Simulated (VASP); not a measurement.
# CaLa (P-6m2) in VASP: further runs, part 2 of 2

VASP 6.6.1. The steps go on from the part before.

### 4 Single point, LDA

This run uses another cell than the first one, of 38.92 Å³/atom.

Input file INCAR:

```
SYSTEM = CaLa
PREC = Accurate
ENCUT = 520
EDIFF = 1E-6
ISMEAR = 0
SIGMA = 0.1
LREAL = .False.
LASPH = .True.
NELM = 60
ALGO = Normal
ISIF = 2
LWAVE = .False.
LCHARG = .False.
GGA = CA
NBANDS = 18
```

Input file KPOINTS:

```
regular mesh
0
Gamma
  9 9 5
  0 0 0
```

Input file POSCAR:

```
CaLa
1.0
    3.7769600000      0.0000000000      0.0000000000
   -1.8884800000      3.2709430000      0.0000000000
    0.0000000000      0.0000000000      6.2999640000
Ca La
1 1
Direct
    0.0000000000      0.0000000000      0.5000000000
    0.6666666667      0.3333333333      0.0000000000
```

Potentials or basis: VASP PAW LDA potentials, release 64 (Ca_sv, La).

The run is started by

```sh
cat potpaw_LDA.64/Ca_sv/POTCAR potpaw_LDA.64/La/POTCAR > POTCAR
mpirun -np 1 vasp_std > vasp.out
```

OUTCAR:

```text
SYSTEM = CaLa
   PREC = Accurate
   ENCUT = 520
   EDIFF = 1E-6
   ISMEAR = 0
   LREAL = .False.
   LASPH = .True.
   NELM = 60
   ISIF = 2
   GGA = CA

 ion  position               nearest neighbor table
   1  0.000  0.000  0.500-
   2  0.667  0.333  0.000-

  LATTYP: Found a hexagonal cell.
 ALAT       =     3.7769600000
 C/A-ratio  =     1.6679986021

  Lattice vectors:

 A1 = (   3.7769600000,   0.0000000000,   0.0000000000)
 A2 = (  -1.8884800000,   3.2709430000,   0.0000000000)
 A3 = (   0.0000000000,   0.0000000000,   6.2999640000)

Analysis of symmetry for initial positions (statically):
=====================================================================
 Subroutine PRICEL returns:
 Original cell was already a primitive cell.

 Routine SETGRP: Setting up the symmetry group for a
 hexagonal supercell.

 Subroutine GETGRP returns: Found 12 space group operations
 (whereof 12 operations were pure point group operations)
 out of a pool of 24 trial point group operations.

The static configuration has the point symmetry D_3h.

Analysis of symmetry for dynamics (positions and initial velocities):
=====================================================================
 Subroutine PRICEL returns:
 Original cell was already a primitive cell.

 Routine SETGRP: Setting up the symmetry group for a
 hexagonal supercell.

 Subroutine GETGRP returns: Found 12 space group operations
 (whereof 12 operations were pure point group operations)
 out of a pool of 24 trial point group operations.

The dynamic configuration has the point symmetry D_3h.

 Subroutine INISYM returns: Found 12 space group operations
 (whereof 12 operations are pure point group operations),
 and found     1 'primitive' translations

----------------------------------------------------------------------------------------

                                     Primitive cell
[... 108 lines left out ...]
   IALGO  =     38    algorithm
   IMIX   =      4    mixing-type and parameters
     AMIX     =   0.40;   BMIX     =  1.00
     AMIX_MAG =   1.60;   BMIX_MAG =  1.00
  volume/ion in A,a.u.               =      38.92       262.62
  Fermi-wavevector in a.u.,A,eV,Ry     =   1.057865  1.999074 15.225976  1.119078
  Thomas-Fermi vector in A             =   2.193153
   LORBIT       =      0    0 simple, 1 ext, 2 COOP (PROOUT), +10 PAW based schemes
   GGA     = CA    functional components
   LHFCALC =     F    Hartree Fock is set to
   AEXX    =    0.0000 exact exchange contribution
   IVDW    =     0    specifies the selected vdW correction
   LEPSILON=     F    determine dielectric tensor
   LRPA    =     F    only Hartree local field effects (RPA)
 non-spin polarized calculation
 Gauss-broadening in eV      SIGMA  =   0.10
  energy-cutoff  :      520.00
  volume of cell :       77.83
 maximum number of plane-waves:      2109
 NGX is ok and might be reduce to    28
   NGX = 13   NGY = 13   NGZ = 23

 number of electron      21.0000000 magnetization

 Free energy of the ion-electron system (eV)
  ---------------------------------------------------
  ext. energy  EPLUGINS =         0.00000000
  ---------------------------------------------------
  free energy    TOTEN  =        -7.56958445 eV

  energy without entropy =       -7.55415380  energy(sigma->0) =       -7.56186912

 E-fermi :   4.6530     XC(G=0):  -8.9133

 val. band max:        4.6317474375   @ k =   0.3333  -0.0000   0.4000
 cond. band min:       4.6737155832   @ k =   0.2222  -0.0000   0.2000
 fundamental gap:      0.0419681456
 Fermi energy:         4.6529728904

 k-point     1 :       0.0000    0.0000    0.0000
  band No.  band energies     occupation
      1     -36.4719      2.00000
      2     -28.2731      2.00000
      3     -17.7798      2.00000
      4     -17.7011      2.00000
      5     -17.7011      2.00000
      6     -12.0328      2.00000
[... 481 lines left out ...]
      5     -17.7485      2.00000
      6     -12.1420      2.00000
[... 10 lines left out ...]
     17       6.0057      0.00000
     18       6.3230      0.00000

 [... further k-points ...]

------------------------ aborting loop because EDIFF is reached ----------------------------------------

  FORCE on cell =-STRESS in cart. coord.  units (eV):
  Direction    XX          YY          ZZ          XY          YZ          ZX
  --------------------------------------------------------------------------------------
  -------------------------------------------------------------------------------------
  Total       -1.2463769     -1.2463766     -1.1185527      0.0000000      0.0000000      0.0000000
  in kB      -25.6570391    -25.6570343    -23.0257406      0.0000000      0.0000000      0.0000000
  external PRESSURE =     -24.7799380 kB  Pullay stress =       0.0000000 kB

 VOLUME and BASIS-vectors are now :
 -----------------------------------------------------------------------------
  energy-cutoff  :      520.00
  volume of cell :       77.83
      direct lattice vectors                 reciprocal lattice vectors
     3.776960000  0.000000000  0.000000000     0.264763196  0.152861117  0.000000000
    -1.888480000  3.270943000  0.000000000     0.000000000  0.305722234  0.000000000
     0.000000000  0.000000000  6.299964000     0.000000000  0.000000000  0.158731066

 POSITION                                       TOTAL-FORCE (eV/Angst)
 -----------------------------------------------------------------------------------
      0.00000      0.00000      3.14998        -0.000000      0.000000      0.000000
      1.88848      1.09031      0.00000         0.000000     -0.000000      0.000000
 -----------------------------------------------------------------------------------
    total drift:                               -0.000000      0.000001      0.000000

  FREE ENERGIE OF THE ION-ELECTRON SYSTEM (eV)
  ---------------------------------------------------
  free  energy   TOTEN  =        -7.5695844458 eV

  energy  without entropy=       -7.5541537952  energy(sigma->0) =       -7.56186912
```

stdout:

```text
POSCAR found type information on POSCAR CaLa
 POSCAR found :  2 types and       2 ions
 scaLAPACK will be used
 LDA part: xc-table for (Slater(with rela. corr.)+CA(PZ))
 , standard interpolation
 POSCAR, INCAR and KPOINTS ok, starting setup
 FFT: planning ... GRIDC
 FFT: planning ... GRID_SOFT
 FFT: planning ... GRID
 WAVECAR not read
 entering main loop
```

Run time: 57 s. Hardware: 1 thread of Intel Xeon 8259CL, shared host; peak memory 0.21 GiB.

Results:

* Free energy: -7.5696 eV
* Pressure: -2.5 GPa
* Band gap on the k mesh: zero (an odd number of electrons rules out a gap without spin polarisation)

Levels at points of the mesh, in eV from the Fermi level:
```csv
k point,band 7,band 8,band 9,band 10,band 11,band 12,band 13,band 14
"(0.00, 0.00, 0.00)",-16.09,-16.09,-3.76,-1.44,0.79,1.02,1.41,1.41
```

Caveat: spin-orbit coupling is left out, which moves the levels of the heavy elements.

### 5 Single point, LDA

This run uses another cell than the first one, of 40.08 Å³/atom.

Input file INCAR:

```
ALGO = Normal
EDIFF = 1E-6
ENCUT = 520
GGA = CA
ISIF = 2
ISMEAR = 0
LASPH = True
LCHARG = False
LREAL = False
LWAVE = False
NBANDS = 18
NELM = 60
PREC = Accurate
SIGMA = 0.1
```

Input file KPOINTS:

```
k-points
0
Gamma
  9 9 5
```

Input file POSCAR:

```
CaLa
1.0
    3.8143580757      0.0000000000      0.0000000000
   -1.9071790379      3.3033306806      0.0000000000
    0.0000000000      0.0000000000      6.3623439381
Ca La
1 1
Direct
    0.0000000000      0.0000000000      0.5000000000
    0.6666666667      0.3333333333      0.0000000000
```

The run is started by

```sh
cat potpaw_LDA.64/Ca_sv/POTCAR potpaw_LDA.64/La/POTCAR > POTCAR
mpirun -np 1 vasp_std > vasp.out
```

Run time: 65 s. Hardware: 1 thread of Intel Xeon 8259CL, shared host; peak memory 0.21 GiB.

It converged, with:

```yaml
Free_energy: -7.5299 eV
Pressure: -3.0 GPa
Band_gap_on_the_k_mesh: zero (an odd number of electrons rules out a gap without spin polarisation)
```

Stress tensor (GPa, compression positive):
```
-3.10  0.00  0.00
 0.00 -3.10  0.00
 0.00  0.00 -2.79
```

Levels at points of the mesh, in eV from the Fermi level:
```
           k point  band 6  band 7  band 8  band 9  band 10  band 11  band 12  band 13  band 14  band 15
(0.00, 0.00, 0.00)  -16.73  -16.19  -16.19   -3.74    -1.43     0.72     0.98     1.34     1.34     1.45
```

Caveat: spin-orbit coupling is left out, which moves the levels of the heavy elements.

### 6 Single point, LDA

This run uses another cell than the first one, of 41.25 Å³/atom.

Input file INCAR:

```
SYSTEM = CaLa
  PREC = Accurate
  ENCUT = 520
  EDIFF = 1E-6
  ISMEAR = 0
  SIGMA = 0.1
  LREAL = .FALSE.
  LASPH = .TRUE.
  NELM = 60
  ALGO = Normal
  ISIF = 2
  LWAVE = .FALSE.
  LCHARG = .FALSE.
  GGA = CA
  NBANDS = 18
```

Input file KPOINTS:

```
regular mesh
0
G
  9 9 5
  0 0 0
```

Input file POSCAR:

```
CaLa
1.0
    3.8510368458      0.0000000000      0.0000000000
   -1.9255184229      3.3350954242      0.0000000000
    0.0000000000      0.0000000000      6.4235240752
Ca La
1 1
Direct
    0.0000000000      0.0000000000      0.5000000000
    0.6666666667      0.3333333333      0.0000000000
```

Potentials or basis: VASP PAW LDA potentials, release 64 (Ca_sv, La).

The run is started by

```sh
cat potpaw_LDA.64/Ca_sv/POTCAR potpaw_LDA.64/La/POTCAR > POTCAR
mpirun -np 1 vasp_std > vasp.out
```

Wall time 85 s (1 thread of Intel Xeon 8259CL, shared host); peak memory 0.21 GiB.

It converged, with:

| Quantity | Value |
| --- | --- |
| Free energy | -7.4830 eV |
| Pressure | -3.5 GPa |
| Band gap on the k mesh | zero (an odd number of electrons rules out a gap without spin polarisation) |

Stress tensor (GPa, compression positive):
```
-3.57  0.00  0.00
 0.00 -3.57  0.00
 0.00  0.00 -3.21
```

Levels at points of the mesh, in eV from the Fermi level:
```tsv
k point	band 7	band 8	band 9	band 10	band 11	band 12	band 13	band 14
(0.00, 0.00, 0.00)	-16.27	-16.27	-3.71	-1.41	0.65	0.95	1.28	1.28
```

Caveat: the cell stands under tension; spin-orbit coupling is left out, which moves the levels of the heavy elements.

### 7 The runs side by side

| cell | gap on the mesh (eV) | pressure (GPa) |
| --- | --- | --- |
| a = 3.700, b = 3.700, c = 6.171 Å, angles 90.0, 90.0, 120.0°, 2 atoms | none | -1.2 |
| a = 3.739, b = 3.739, c = 6.236 Å, angles 90.0, 90.0, 120.0°, 2 atoms | none | -1.9 |
| a = 3.777, b = 3.777, c = 6.300 Å, angles 90.0, 90.0, 120.0°, 2 atoms | none | -2.5 |
| a = 3.814, b = 3.814, c = 6.362 Å, angles 90.0, 90.0, 120.0°, 2 atoms | none | -3.0 |
| a = 3.851, b = 3.851, c = 6.424 Å, angles 90.0, 90.0, 120.0°, 2 atoms | none | -3.5 |

Alike in all rows: task single point; level LDA; potentials or basis VASP PAW LDA potentials, release 64 (Ca_sv, La); no spin polarisation; k mesh 9 × 9 × 5; cutoff (eV) 520; smearing gaussian 0.1 eV.

Caveats: spin-orbit coupling is left out, which moves the levels of the heavy elements; the cell stands under tension (at least some runs).

Total energies depend on the potentials used, so only differences within one code and one set of settings carry meaning.
